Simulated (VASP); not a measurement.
Input of a VASP 6.6.1 run:

File INCAR:

```
  PREC = Accurate
  ENCUT = 600
  EDIFF = 1E-6
  ISMEAR = -1
  SIGMA = 0.08
  LREAL = F
  LASPH = T
  NELM = 80
  ALGO = Normal
  ISIF = 3
  LWAVE = F
  LCHARG = F
  GGA = PE
  IBRION = 2
  NSW = 60
  EDIFFG = -0.005
```

KPOINTS

```
regular mesh
0
Gamma
  17 17 17
```

File POSCAR:

```
S
1.0
    0.0000000000      2.0408275510      2.0408275510
    2.0408275510      0.0000000000      2.0408275510
    2.0408275510      2.0408275510      0.0000000000
S
1
Direct
    0.0000000000      0.0000000000      0.0000000000
```

Potentials or basis: VASP PAW PBE potentials, release 64 (S).

The run is started by

```sh
$ cat potpaw_PBE.64/S/POTCAR > POTCAR
$ mpirun -np 1 vasp_std > vasp.out
```

Q: What does it give for the space group after relaxing (to 0.05 Å)?

A: Fm-3m (No. 225).

Q: Estimate the band gap on the k mesh.

A: Zero (band 3 reaches 10.59 eV, above the bottom of band 4 at 5.07 eV).

The path:
| step | energy change (eV) | largest force (eV/Å) | pressure (GPa) | volume (Å³) |
| --- | --- | --- | --- | --- |
| 1 | 0.0000 | 0.0000 | -4.64 | 17.00 |
| 2 | -0.0173 | 0.0000 | 0.26 | 15.82 |
| 3 | -0.0174 | 0.0000 | 0.00 | 15.87 |
